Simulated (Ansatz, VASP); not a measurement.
Two plane-wave programs on Lu

INCAR

```
  PREC = Accurate
  ENCUT = 520
  EDIFF = 1E-6
  ISMEAR = -1
  SIGMA = 0.1
  LREAL = F
  LASPH = T
  NELM = 100
  ALGO = Normal
  ISIF = 2
  LWAVE = F
  LCHARG = T
  GGA = PE
  LELF = T
  LVHAR = T
  NBANDS = 32
```

The input KPOINTS:

```
Automatic mesh
0
Gamma
  6 6 4
```

The input POSCAR:

```
Lu
1.0
    3.5070808964      0.0000000000      0.0000000000
   -1.7535404482      3.0372211494      0.0000000000
    0.0000000000      0.0000000000      5.4772888711
Lu
2
Direct
    0.3333333333      0.6666666667      0.2500000000
    0.6666666667      0.3333333333      0.7500000000
```

Input for Ansatz:

```yaml
crystal:
  lattice:
    - [3.5070808964, 0.0, 0.0]
    - [-1.7535404482, 3.0372211494, 0.0]
    - [0.0, 0.0, 5.4772888711]
  atoms:
    - { symbol: Lu, position: [0.3333333333, 0.6666666667, 0.25] }
    - { symbol: Lu, position: [0.6666666667, 0.3333333333, 0.75] }
hamiltonian:
  xc: pbe
  pseudopotentials:
    kind: paw
    azcp:
      Lu: "pseudopotentials/Lu.paw.azcp"
basis:
  ecutwfc: 420
  fft_grid_basis: typed
kpoints:
  mp_grid: { grid: [6, 6, 4], shift: [0, 0, 0] }
magnetization:
  spin_polarized: false
scf:
  occupations: { method: fermi_dirac, width: 0.1 }
  lower_state_search: "off"
output:
  stress: true
```

Alike in both runs: task single point; functional PBE; k mesh 6 × 6 × 4; occupations fermi-dirac, width 0.1 eV; no spin polarisation.

|  | VASP | Ansatz |
| --- | --- | --- |
| version | VASP 6.6.1 | Ansatz 0.2.0 |
| potentials or method | VASP PAW PBE potentials, release 64 (Lu), cutoff 520 eV | plane waves (420 eV) with PAW, scalar-relativistic |
| valence electrons in the cell | 50 | 50 |

VASP gave:

```
pressure (GPa)                                                : 0.0
traceless stress, the component that is largest in VASP (GPa) : -0.11
```

Task: Which values does Ansatz return?

Result: Pressure (GPa): -0.1; traceless stress, the component that is largest in VASP (GPa): -0.11.

With one functional, cell and mesh, what is left measures potentials, basis and numerics.

Neither program's run includes spin-orbit coupling.
